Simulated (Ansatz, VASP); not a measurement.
W9C7 in VASP and in Ansatz

```
W C
1.0
     5.81300    0.00000    0.00000
    -2.90650    5.03421    0.00000
     0.00000    0.00000    5.67320
W C
9 7
Direct
  0.97365 0.98683 0.98457
  0.33333 0.16667 0.25000
  0.97365 0.98683 0.51543
  0.00000 0.50000 0.00272
  0.00000 0.50000 0.49728
  0.51317 0.98683 0.98457
  0.51317 0.98683 0.51543
  0.51317 0.52635 0.98457
  0.51317 0.52635 0.51543
  0.33333 0.16667 0.75000
  0.33627 0.66813 0.25000
  0.31745 0.65872 0.75000
  0.83187 0.16373 0.25000
  0.84128 0.18255 0.75000
  0.83187 0.66813 0.25000
  0.84128 0.65872 0.75000
```

Alike in both runs: functional PBE; k mesh 3 × 3 × 3; occupations fermi-dirac, width 0.1 eV; no spin polarisation.

Ansatz relaxed the structure, and its values are those at the end. VASP's run is a single point on that final structure, the one shown.

|  | VASP | Ansatz |
| --- | --- | --- |
| version | VASP 6.6.1 | Ansatz 0.2.0 |
| potentials or method | VASP PAW PBE potentials, release 64 (W_sv, C_h) | plane waves, PAW |
| plane-wave cutoff (eV) | 1000 | 420 |
| valence electrons in the cell | 154 | 154 |

```tsv
	VASP	Ansatz	Ansatz less VASP
gap on the k mesh at the Fermi level (eV)	none	none	-
rms of the force components (eV/Å)	0.039	0.008	-0.0313
```

A gap of «none» marks a metal or a gap that the smearing closes.

The k mesh is coarse, so the values compare programs but aren't converged. Neither program's run includes spin-orbit coupling.
